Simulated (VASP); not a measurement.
Crystal: Na.

```
Na
1.0
     3.51000    0.00000    0.00000
     0.00000    3.51000    0.00000
     0.00000    0.00000    3.51000
Na
1
Direct
  0.00000 0.00000 0.00000
```

This isn't the form of Na at room conditions, which is bcc.

* Program: VASP 6.6.1
* Task: relaxation of cell and atoms
* Functional: PBEsol
* Potentials or basis: VASP PAW PBE potentials, release 64 (Na_pv)
* Cutoff: 600 eV
* k mesh: 12 × 12 × 12
* Occupations: methfessel-paxton, width 0.1 eV
* Spin: no spin polarisation

At the start: pressure -0.6 GPa; volume 43.24 Å³/atom.

**Question.** How do energy, volume and symmetry change on relaxing?

**Answer.** Over 4 steps the energy falls by 8.6 meV/atom and the volume is 38.57 Å³/atom (-10.8 %); space group Pm-3m (No. 221, to 0.1 Å) before and after.

The path:
| step | energy change (eV) | largest force (eV/Å) | pressure (GPa) | volume (Å³) |
| --- | --- | --- | --- | --- |
| 1 | 0.0000 | 0.0000 | -0.57 | 43.24 |
| 2 | -0.0031 | 0.0000 | -0.48 | 42.29 |
| 3 | -0.0084 | 0.0000 | -0.13 | 39.52 |
| 4 | -0.0086 | 0.0000 | 0.03 | 38.57 |

Final structure:
```
Na
1.0
     3.37879    0.00000    0.00000
     0.00000    3.37879    0.00000
     0.00000    0.00000    3.37879
Na
1
Direct
  0.00000 0.00000 0.00000
```

Caveat: the PAW data sets were made with another functional, which shifts forces and pressure a little.
